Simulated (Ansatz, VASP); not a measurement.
# Two plane-wave programs on Al

```xyz
1
Lattice="0.0000 1.9813 1.9813 1.9813 0.0000 1.9813 1.9813 1.9813 0.0000" Properties=species:S:1:pos:R:3 pbc="T T T"
Al    0.0000    0.0000    0.0000
```

Alike in both runs: functional PBEsol; dispersion D3(BJ); k mesh 18 × 18 × 18; occupations gaussian, width 0.1 eV; no spin polarisation.

Ansatz relaxed the structure, and its values are those at the end. VASP's run is a single point on that final structure, the one shown.

```csv
,VASP,Ansatz
version,VASP 6.6.1,Ansatz 0.2.0
potentials or method,"VASP PAW PBE potentials, release 64 (Al), cutoff 520 eV","scalar-relativistic, plane waves, PAW"
valence electrons in the cell,3,3
```

```csv
,VASP,Ansatz,Ansatz less VASP
gap on the k mesh at the Fermi level (eV),none,none,-
pressure (GPa),0.0,0.0,-0.08
```

VASP's potentials were made for PBE, not for PBEsol. A gap of «none» marks a metal or a gap that the smearing closes.
